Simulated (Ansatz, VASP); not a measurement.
## ZrZnN: VASP beside Ansatz

```xyz
6
Lattice="3.2282 0.0000 0.0000 0.0000 3.2282 0.0000 0.0000 0.0000 7.7359" Properties=species:S:1:pos:R:3 pbc="T T T"
Zr    0.0000    1.6141    2.6951
Zr    1.6141    0.0000    5.0408
Zn    0.0000    1.6141    7.1608
Zn    1.6141    0.0000    0.5752
N     0.0000    1.6141    4.9280
N     1.6141    0.0000    2.8079
```

Change from the starting cell: species swapped into the TaMoN type (P4/nmm, No. 129).

Alike in both runs: functional PBE; k mesh 6 × 6 × 2; occupations gaussian, width 0.1 eV; no spin polarisation.

Ansatz relaxed the structure, and its values are those at the end. VASP's run is a single point on that final structure, the one shown.

|  | VASP | Ansatz |
| --- | --- | --- |
| version | VASP 6.6.1 | Ansatz 0.2.0 |
| potentials or method | VASP PAW PBE potentials, release 64 (Zr_sv, Zn, N), cutoff 520 eV | scalar-relativistic, plane waves, PAW |
| valence electrons in the cell | 58 | 58 |

```tsv
	VASP	Ansatz	Ansatz less VASP
gap on the k mesh at the Fermi level (eV)	none	none	-
pressure (GPa)	0.0	-0.2	-0.28
rms of the force components (eV/Å)	0.008	0.005	-0.0027
```

A gap of «none» marks a metal or a gap that the smearing closes. The functional is the same, so the differences come from potentials, cutoffs and numerics.

The k mesh is coarse, so the values compare programs but aren't converged.
